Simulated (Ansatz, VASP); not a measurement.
One calculation of Ru, two programs

Contents of INCAR:

```
SYSTEM = Ru
PREC = Accurate
ENCUT = 520
EDIFF = 1E-6
ISMEAR = 0
SIGMA = 0.15
LREAL = .False.
LASPH = .True.
NELM = 80
ALGO = Fast
ISIF = 2
LWAVE = .False.
LCHARG = .True.
GGA = PS
LELF = .True.
LVHAR = .True.
NBANDS = 21
```

KPOINTS

```
regular mesh
0
Gamma
  24 24 12
  0 0 0
```

Contents of POSCAR:

```
Ru
1.0
    2.4792165830      0.0000000000      0.0000000000
   -1.2396082915      2.1470645423      0.0000000000
    0.0000000000      0.0000000000      5.1003356228
Ru
2
Direct
    0.3333333333      0.6666666667      0.2500000000
    0.6666666667      0.3333333333      0.7500000000
```

Input for Ansatz:

```yaml
crystal:
  lattice:
    - [2.479216583, 0.0, 0.0]
    - [-1.2396082915, 2.1470645423, 0.0]
    - [0.0, 0.0, 5.1003356228]
  atoms:
    - { symbol: Ru, position: [0.3333333333, 0.6666666667, 0.25] }
    - { symbol: Ru, position: [0.6666666667, 0.3333333333, 0.75] }
basis:
  ecutwfc: 420
kpoints:
  mp_grid: { grid: [24, 24, 12] }
hamiltonian:
  xc: pbesol
scf:
  occupations: { method: gaussian, width: 0.15 }
output:
  forces: true
  stress: true
  eigenvalues: true
```

Alike in both runs: task single point; functional PBEsol; k mesh 24 × 24 × 12; occupations gaussian, width 0.15 eV; no spin polarisation.

|  | VASP | Ansatz |
| --- | --- | --- |
| version | VASP 6.6.1 | Ansatz 0.2.0 |
| potentials or method | VASP PAW PBE potentials, release 64 (Ru_pv), cutoff 520 eV | scalar-relativistic, plane waves, PAW |
| valence electrons in the cell | 28 | 32 |

Ansatz gave:

* gap on the k mesh at the Fermi level (eV): none
* pressure (GPa): 18.6
* traceless stress, the component that is largest in VASP (GPa): -62.29

**Question.** Estimate VASP's values.

**Answer.** gap on the k mesh at the Fermi level (eV): none; pressure (GPa): 18.9; traceless stress, the component that is largest in VASP (GPa): -62.52.

VASP's potentials were made for PBE, not for PBEsol. A gap of «none» marks a metal or a gap that the smearing closes. VASP's potentials hold 28 valence electrons a cell and Ansatz's 32, so a difference there can come from the potentials and not from the codes.
